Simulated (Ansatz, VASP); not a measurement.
# NbH2: VASP beside Ansatz

The input INCAR:

```
SYSTEM = NbH2
ALGO     = Normal         ! electronic algorithm
EDIFF    = 1E-6           ! SCF threshold, eV
ENCUT    = 500            ! plane-wave cutoff, eV
GGA      = CA             ! functional
GGA_COMPAT= .False.      
ISIF     = 2              ! what is computed and relaxed
ISMEAR   = -1             ! smearing method
LASPH    = .True.         ! aspherical terms in the spheres
LCHARG   = .False.        ! write CHGCAR
LREAL    = .False.        ! projectors in reciprocal space
LWAVE    = .False.        ! write WAVECAR
NBANDS   = 14             ! bands
NELM     = 120            ! most SCF steps
PREC     = Accurate       ! precision mode
SIGMA    = 0.03           ! smearing width, eV
```

KPOINTS

```
k-points
0
Gamma
  15 15 15
  0 0 0
```

File POSCAR:

```
NbH2
1.0
    0.0000000000      2.3043150000      2.2815000000
    2.3043150000      0.0000000000      2.2815000000
    2.3043150000      2.3043150000      0.0000000000
Nb H
1 2
Direct
    0.0000000000      0.0000000000      0.0000000000
    0.2500000000      0.2500000000      0.2500000000
    0.7500000000      0.7500000000      0.7500000000
```

Input for Ansatz:

```yaml
crystal:
  lattice:
    - [0.0, 2.304315, 2.2815]
    - [2.304315, 0.0, 2.2815]
    - [2.304315, 2.304315, 0.0]
  atoms:
    - { symbol: Nb, position: [0.0, 0.0, 0.0] }
    - { symbol: H, position: [0.25, 0.25, 0.25] }
    - { symbol: H, position: [0.75, 0.75, 0.75] }
kpoints:
  mp_grid: { grid: [15, 15, 15] }
  band_path:
    path:
      - [0.0, 0.0, 0.0]
      - [0.0, 0.5, 0.5]
      - [0.25, 0.75, 0.5]
      - [0.0, 0.5, 0.0]
      - [0.0, 0.0, 0.0]
      - [0.5, 0.5, 0.0]
      - [0.3775125, 0.6224875, 0.0]
      - [-0.3775125, 0.3775125, 0.0]
      - [0.0, 0.0, 0.0]
    npoints: 5
scf:
  occupations: { method: fermi_dirac, width: 0.03 }
hamiltonian:
  xc: lda
  pseudopotentials: { kind: all_electron, lapw: { basis_error: 0.001 } }
output:
  forces: true
  stress: true
  eigenvalues: true
```

Change from the starting cell: equal xx and yy strain of +1 %.

Alike in both runs: task single point; functional LDA; k mesh 15 × 15 × 15; occupations fermi-dirac, width 0.03 eV; no spin polarisation.

|  | VASP | Ansatz |
| --- | --- | --- |
| version | VASP 6.6.1 | Ansatz 0.2.0 |
| potentials or method | VASP PAW LDA potentials, release 64 (Nb_sv, H), cutoff 500 eV | all-electron LAPW, scalar-relativistic |

```tsv
	VASP	Ansatz	Ansatz less VASP
pressure (GPa)	-11.5	-11.3	+0.18
traceless stress, the component that is largest in VASP (GPa)	0.93	0.93	0.000
```

LDA's correlation is that of Perdew and Zunger in VASP and of Perdew and Wang (1992) in Ansatz. Ansatz ran all-electron here, and VASP with PAW potentials.
